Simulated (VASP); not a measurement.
LiSi16 (a cell with a defect), 17 atoms in the cell. The cell holds a defect, 17 atoms: a = 7.679 Å, b = 7.679 Å, c = 7.679 Å, α = 60.00°, β = 60.00°, γ = 60.00°. 

* Program: VASP 6.6.1
* Task: single point
* Functional: LDA
* Potentials or basis: VASP PAW LDA potentials, release 64 (Si, Li_sv)
* Cutoff: 520 eV
* k mesh: 2 × 2 × 2
* Occupations: gaussian, width 0.02 eV
* Spin: no spin polarisation
* Dipole correction: no
* Charge: 1
* Further INCAR settings: LREAL = Auto; ALGO = Normal; EDIFF = 1e-06; NBANDS = 48; NELECT = 66.0

Potentials or basis: VASP PAW LDA potentials, release 64 (Si, Li_sv).

Run with:

```sh
$ cat potpaw_LDA.64/Si/POTCAR potpaw_LDA.64/Li_sv/POTCAR > POTCAR
$ mpirun -np 1 vasp_std > vasp.out
```

Hardware: 1 thread of Intel(R) Xeon(R) Platinum 8259CL CPU @ 2.50GHz (Skylake/Cascade Lake), on a shared host.

Problem. How long does it take, and how much memory?

Solution. Run time: 5.4 min on 1 thread of Intel(R) Xeon(R) Platinum 8259CL CPU @ 2.50GHz (Skylake/Cascade Lake), on a shared host, peak memory 0.38 GiB. Counts: scf iterations 13, k points 8.
